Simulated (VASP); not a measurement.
# Si (Fd-3m) in VASP: further runs

Si is run at these levels: r2SCAN, PBE-based screened hybrid with 40 % exact exchange, PBE-based screened hybrid with 100 % exact exchange; tasks: single point.

All numbers are computed with VASP 6.6.1; they aren't measurements. Logs are shortened: lines on timing, memory, paths and dates and some standing lists are left out, and cuts for length are marked.

### Step 1. The cell of the first run

The structure is cubic, space group Fd-3m (No. 227). Conventional cell: a = 5.444 Å, b = 5.444 Å, c = 5.444 Å, α = 90.00°, β = 90.00°, γ = 90.00°. Within 3.1 Å of Si (site symmetry -43m) lie 4 Si at 2.36 Å.

### Step 2. Single point, r2SCAN

POSCAR

```
Si
1.0
    0.0000000000      2.7221188962      2.7221188962
    2.7221188962      0.0000000000      2.7221188962
    2.7221188962      2.7221188962      0.0000000000
Si
2
Direct
    0.0000000000      0.0000000000      0.0000000000
    0.2500000000      0.2500000000      0.2500000000
```

INCAR.step1

```
SYSTEM = Si
PREC = Accurate
ENCUT = 520
ISMEAR = 1
SIGMA = 0.05
LREAL = .FALSE.
LASPH = .TRUE.
NELM = 80
NBANDS = 11
GGA = PE
ALGO = Normal
EDIFF = 1E-4
LWAVE = .TRUE.
LCHARG = .FALSE.
```

INCAR.step2

```
SYSTEM = Si
PREC = Accurate
ENCUT = 520
EDIFF = 1E-6
ISMEAR = 1
SIGMA = 0.05
LREAL = .FALSE.
LASPH = .TRUE.
NELM = 80
ALGO = Normal
ISIF = 2
LWAVE = .FALSE.
LCHARG = .TRUE.
METAGGA = R2SCAN
LMIXTAU = .TRUE.
LELF = .TRUE.
LVHAR = .TRUE.
NBANDS = 11
ISTART = 1
```

KPOINTS

```
Automatic mesh
0
G
  6 6 6
  0 0 0
```

Potentials or basis: VASP PAW PBE potentials, release 64 (Si).

The run is started by

```
$ cat potpaw_PBE.64/Si/POTCAR > POTCAR
$ cp INCAR.step1 INCAR
$ mpirun -np 1 vasp_std > vasp.out
$ cp INCAR.step2 INCAR
$ mpirun -np 1 vasp_std > vasp.out
```

OUTCAR:

```text
SYSTEM = Si
   PREC = Accurate
   ENCUT = 520
   EDIFF = 1E-6
   ISMEAR = 1
   LREAL = .FALSE.
   LASPH = .TRUE.
   NELM = 80
   ISIF = 2
   METAGGA = R2SCAN
   ISTART = 1

 ion  position               nearest neighbor table
   1  0.000  0.000  0.000-   2 2.36   2 2.36   2 2.36   2 2.36
   2  0.250  0.250  0.250-   1 2.36   1 2.36   1 2.36   1 2.36

  LATTYP: Found a face centered cubic cell.
 ALAT       =     5.4442377924

  Lattice vectors:

 A1 = (   0.0000000000,   2.7221188962,   2.7221188962)
 A2 = (   2.7221188962,   0.0000000000,   2.7221188962)
 A3 = (   2.7221188962,   2.7221188962,   0.0000000000)

Analysis of symmetry for initial positions (statically):
=====================================================================
 Subroutine PRICEL returns:
 Original cell was already a primitive cell.

 Routine SETGRP: Setting up the symmetry group for a
 face centered cubic supercell.

 Subroutine GETGRP returns: Found 48 space group operations
 (whereof 24 operations were pure point group operations)
 out of a pool of 48 trial point group operations.

The static configuration has the point symmetry T_d .
 The point group associated with its full space group is O_h .

Analysis of symmetry for dynamics (positions and initial velocities):
=====================================================================
 Subroutine PRICEL returns:
 Original cell was already a primitive cell.

 Routine SETGRP: Setting up the symmetry group for a
 face centered cubic supercell.

 Subroutine GETGRP returns: Found 48 space group operations
 (whereof 24 operations were pure point group operations)
 out of a pool of 48 trial point group operations.

The dynamic configuration has the point symmetry T_d .
 The point group associated with its full space group is O_h .

 Subroutine INISYM returns: Found 48 space group operations
 (whereof 24 operations are pure point group operations),
 and found     1 'primitive' translations

----------------------------------------------------------------------------------------

                                     Primitive cell

  volume of cell :      40.3414

  direct lattice vectors                    reciprocal lattice vectors
     0.000000000  2.722118896  2.722118896    -0.183680441  0.183680441  0.183680441
     2.722118896  0.000000000  2.722118896     0.183680441 -0.183680441  0.183680441
     2.722118896  2.722118896  0.000000000     0.183680441  0.183680441 -0.183680441

  length of vectors
     3.849657461  3.849657461  3.849657461     0.318143857  0.318143857  0.318143857
[... 81 lines left out ...]
   TEBEG  =    0.0;   TEEND  =   0.0 temperature during run
   PSTRESS=    0.0 pullay stress
   NELECT =       8.0000    total number of electrons
   NUPDOWN=      -1.0000    fix difference up-down
   EMIN   =  10.00;   EMAX   =-10.00  energy-range for DOS
   EFERMI =   0.00;   METHOD = LEGACY
   ISMEAR =     1;   SIGMA  =   0.05  broadening in eV -4-tet -1-fermi 0-gaus
   EFERMI_NEDOS =   21; number of points for ismear=-14 and -15
   IALGO  =     38    algorithm
   IMIX   =      4    mixing-type and parameters
     AMIX     =   0.40;   BMIX     =  1.00
     AMIX_MAG =   1.60;   BMIX_MAG =  1.00
  volume/ion in A,a.u.               =      20.17       136.12
  Fermi-wavevector in a.u.,A,eV,Ry     =   0.954672  1.804069 12.400344  0.911400
  Thomas-Fermi vector in A             =   2.083440
   LORBIT       =      0    0 simple, 1 ext, 2 COOP (PROOUT), +10 PAW based schemes
   METAGGA = R2SCAN    functional components
   LHFCALC =     F    Hartree Fock is set to
   AEXX    =    0.0000 exact exchange contribution
   IVDW    =     0    specifies the selected vdW correction
   LEPSILON=     F    determine dielectric tensor
   LRPA    =     F    only Hartree local field effects (RPA)
 non-spin polarized calculation
 Methfessel and Paxton  Order N= 1 SIGMA  =   0.05
  energy-cutoff  :      520.00
  volume of cell :       40.34
 maximum number of plane-waves:      1106
 NGX is ok and might be reduce to    30
   NGX = 15   NGY = 15   NGZ = 15

 number of electron       8.0000001 magnetization

 Free energy of the ion-electron system (eV)
  ---------------------------------------------------
  ext. energy  EPLUGINS =         0.00000000
  ---------------------------------------------------
  free energy    TOTEN  =       -17.52892717 eV

  energy without entropy =      -17.52896743  energy(sigma->0) =      -17.52894059

 E-fermi :   5.7105     XC(G=0):  -9.8215

 val. band max:        5.6683707111   @ k =   0.0000   0.0000   0.0000
 cond. band min:       6.6003352255   @ k =   0.5000   0.5000   0.0000
 fundamental gap:      0.9319645144
 Fermi energy:         5.7104647851

 k-point     1 :       0.0000    0.0000    0.0000
  band No.  band energies     occupation
      1      -6.8049      2.00000
      2       5.6684      2.00000
      3       5.6684      2.00000
      4       5.6684      2.00000
      5       8.4218      0.00000
      6       8.4218      0.00000
      7       8.4218      0.00000
      8       9.5668      0.00000
      9      13.7879      0.00000
     10      13.7879      0.00000
     11      14.3314      0.00000
[... 197 lines left out ...]
 k-point    16 :      -0.3333    0.5000    0.1667
  band No.  band energies     occupation
      1      -2.3411      2.00000
      2      -2.3411      2.00000
      3       1.8851      2.00000
      4       1.8852      2.00000
      5       8.6960      0.00000
      6       8.6960      0.00000
      7      12.9012      0.00000
      8      12.9012      0.00000
      9      16.9051      0.00000
     10      16.9051      0.00000
     11      19.4074      0.00000

------------------------ aborting loop because EDIFF is reached ----------------------------------------

  FORCE on cell =-STRESS in cart. coord.  units (eV):
  Direction    XX          YY          ZZ          XY          YZ          ZX
  --------------------------------------------------------------------------------------
  -------------------------------------------------------------------------------------
  Total       -0.0432216     -0.0432216     -0.0432216     -0.0000000      0.0000000     -0.0000000
  in kB       -1.7165650     -1.7165650     -1.7165650     -0.0000000      0.0000000     -0.0000000
  external PRESSURE =      -1.7165650 kB  Pullay stress =       0.0000000 kB

 VOLUME and BASIS-vectors are now :
 -----------------------------------------------------------------------------
  energy-cutoff  :      520.00
  volume of cell :       40.34
      direct lattice vectors                 reciprocal lattice vectors
     0.000000000  2.722118896  2.722118896    -0.183680441  0.183680441  0.183680441
     2.722118896  0.000000000  2.722118896     0.183680441 -0.183680441  0.183680441
     2.722118896  2.722118896  0.000000000     0.183680441  0.183680441 -0.183680441

 POSITION                                       TOTAL-FORCE (eV/Angst)
 -----------------------------------------------------------------------------------
      0.00000      0.00000      0.00000        -0.000000     -0.000000     -0.000000
      1.36106      1.36106      1.36106         0.000000      0.000000      0.000000
 -----------------------------------------------------------------------------------
    total drift:                               -0.000000     -0.000000     -0.000000

  FREE ENERGIE OF THE ION-ELECTRON SYSTEM (eV)
  ---------------------------------------------------
  free  energy   TOTEN  =       -17.5289271670 eV

  energy  without entropy=      -17.5289674302  energy(sigma->0) =      -17.52894059
```

OSZICAR.step1:

```text
N       E                     dE             d eps       ncg     rms          rms(c)
DAV:   1     0.497907222501E+01    0.49791E+01   -0.32290E+03   352   0.561E+02
DAV:   2    -0.104304868719E+02   -0.15410E+02   -0.14612E+02   432   0.788E+01
DAV:   3    -0.109996244425E+02   -0.56914E+00   -0.56714E+00   464   0.127E+01
DAV:   4    -0.110036851241E+02   -0.40607E-02   -0.40601E-02   424   0.124E+00
DAV:   5    -0.110037232731E+02   -0.38149E-04   -0.38148E-04   440   0.116E-01    0.485E+00
DAV:   6    -0.108794509032E+02    0.12427E+00   -0.69801E-02   406   0.109E+00    0.296E+00
DAV:   7    -0.108224007472E+02    0.57050E-01   -0.13590E-01   394   0.164E+00    0.180E-01
DAV:   8    -0.108237437889E+02   -0.13430E-02   -0.60117E-03   403   0.418E-01    0.809E-02
DAV:   9    -0.108239630762E+02   -0.21929E-03   -0.20906E-04   439   0.882E-02    0.592E-02
DAV:  10    -0.108239888406E+02   -0.25764E-04   -0.21652E-05   273   0.272E-02
   1 F= -.10823989E+02 E0= -.10824002E+02  d E =0.402632E-04
```

It took 24 s on 1 thread of AMD EPYC 7R13 (Zen 3), shared host; peak memory 0.13 GiB.

What came out:

```
Free energy            : -17.5289 eV
Pressure               : -0.2 GPa
Band gap on the k mesh : 0.93 eV (least direct gap 2.75 eV)
```

Caveat: the PAW data sets were made with another functional, which shifts forces and pressure a little. A k mesh can miss the band edges.

### Step 3. Single point, PBE-based screened hybrid with 40 % exact exchange

POSCAR is that of step 2.

INCAR.step1

```
SYSTEM = Si
PREC = Accurate ; ENCUT = 520
EDIFF = 1E-5 ; ISMEAR = 0
SIGMA = 0.01 ; LREAL = .FALSE.
LASPH = .TRUE. ; NELM = 80
ALGO = Normal ; ISIF = 2
LWAVE = .TRUE. ; LCHARG = .FALSE.
NBANDS = 11 ; GGA = PE
```

INCAR.step2

```
SYSTEM = Si
PREC = Accurate ; ENCUT = 520
EDIFF = 1E-7 ; ISMEAR = 0
SIGMA = 0.01 ; LREAL = .FALSE.
LASPH = .TRUE. ; NELM = 80
ALGO = Normal ; ISIF = 2
LWAVE = .FALSE. ; LCHARG = .FALSE.
GGA = PE ; LHFCALC = .TRUE.
AEXX = 0.4 ; HFSCREEN = 0.1
PRECFOCK = Normal ; NBANDS = 11
ISTART = 1
```

KPOINTS

```
Automatic mesh
0
G
  4 4 4
  0 0 0
```

Potentials or basis: VASP PAW PBE potentials, release 64 (Si).

The run is started by

```
$ cat potpaw_PBE.64/Si/POTCAR > POTCAR
$ cp INCAR.step1 INCAR
$ mpirun -np 1 vasp_std > vasp.out
$ cp INCAR.step2 INCAR
$ mpirun -np 1 vasp_std > vasp.out
```

Wall time 1.8 min (1 thread of AMD EPYC 7R13 (Zen 3), shared host); peak memory 0.23 GiB.

It converged, with:

| Item | Value |
| --- | --- |
| Free energy | -14.3250 eV |
| Pressure | -1.5 GPa |
| Band gap on the k mesh | 2.27 eV (least direct gap 4.40 eV) |

Levels at points of the mesh, in eV from the valence-band top:
| k point | band 2 | band 3 | band 4 | band 5 | band 6 | band 7 |
| --- | --- | --- | --- | --- | --- | --- |
| (0.00, 0.00, 0.00) | 0.00 | 0.00 | 0.00 | 4.40 | 4.40 | 4.40 |
| (0.50, 0.00, 0.00) | -8.14 | -1.38 | -1.38 | 3.29 | 5.24 | 5.24 |
| (0.50, 0.50, 0.00) | -9.17 | -3.30 | -3.30 | 2.27 | 2.27 | 12.91 |

Caveat: the k points lie up to 0.50 Å⁻¹ apart; the PAW data sets were made with another functional, which shifts forces and pressure a little.

### Step 4. Single point, PBE-based screened hybrid with 100 % exact exchange

POSCAR is that of step 3.

INCAR.step1

```
SYSTEM = Si
PREC = Accurate
ENCUT = 520
EDIFF = 1E-5
ISMEAR = 0
SIGMA = 0.01
LREAL = .False.
LASPH = .True.
NELM = 100
ALGO = Normal
ISIF = 2
LWAVE = .True.
NBANDS = 11
GGA = PE
```

INCAR.step2

```
SYSTEM = Si
PREC = Accurate
ENCUT = 520
EDIFF = 1E-6
ISMEAR = 0
SIGMA = 0.01
LREAL = .False.
LASPH = .True.
NELM = 100
ALGO = Normal
ISIF = 2
LWAVE = .False.
LCHARG = .True.
GGA = PE
LHFCALC = .True.
AEXX = 1.0
HFSCREEN = 0.2078
PRECFOCK = Normal
LELF = .True.
LVHAR = .True.
NBANDS = 11
ISTART = 1
ALDAC = 1.0
AGGAC = 1.0
```

KPOINTS

```
regular mesh
0
Gamma
  4 4 4
  0 0 0
```

The run is started by

```
$ cat potpaw_PBE.64/Si/POTCAR > POTCAR
$ cp INCAR.step1 INCAR
$ mpirun -np 1 vasp_std > vasp.out
$ cp INCAR.step2 INCAR
$ mpirun -np 1 vasp_std > vasp.out
```

It took 1.8 min on 1 thread of AMD EPYC 7R13 (Zen 3), shared host; peak memory 0.23 GiB.

The run converged. Its results:

- Free energy: -18.0232 eV
- Pressure: -5.0 GPa
- Band gap on the k mesh: 3.56 eV (least direct gap 6.11 eV)

Levels at points of the mesh, in eV from the valence-band top:
| k point | band 2 | band 3 | band 4 | band 5 | band 6 | band 7 |
| --- | --- | --- | --- | --- | --- | --- |
| (0.00, 0.00, 0.00) | 0.00 | 0.00 | 0.00 | 6.11 | 6.11 | 6.11 |
| (0.50, 0.00, 0.00) | -9.50 | -1.55 | -1.55 | 4.88 | 6.96 | 6.96 |
| (0.50, 0.50, 0.00) | -10.83 | -3.77 | -3.77 | 3.56 | 3.56 | 15.87 |

Caveat: the k points lie up to 0.50 Å⁻¹ apart; the PAW data sets were made with another functional, which shifts forces and pressure a little. A k mesh can miss the band edges.

### Step 5. Summary

| level | k mesh | smearing | grid for exact exchange (PRECFOCK) | share of exact exchange | screening parameter | gap on the mesh (eV) | pressure (GPa) |
| --- | --- | --- | --- | --- | --- | --- | --- |
| r2SCAN | 6 × 6 × 6 | methfessel-paxton 0.05 eV | - | - | - | 0.93 | -0.2 |
| PBE-based screened hybrid with 40 % exact exchange | 4 × 4 × 4 | gaussian 0.01 eV | Normal | 0.4 | 0.1 1/Å | 2.27 | -1.5 |
| PBE-based screened hybrid with 100 % exact exchange | 4 × 4 × 4 | gaussian 0.01 eV | Normal | 1 | 0.2078 1/Å | 3.56 | -5.0 |

Alike in all rows: task single point; potentials or basis VASP PAW PBE potentials, release 64 (Si); no spin polarisation; cell as given; cutoff (eV) 520.

Caveats: some runs use coarse meshes; the PAW data sets were made with another functional, which shifts forces and pressure a little.

Absolute energies hang on the potentials; compare differences alone.
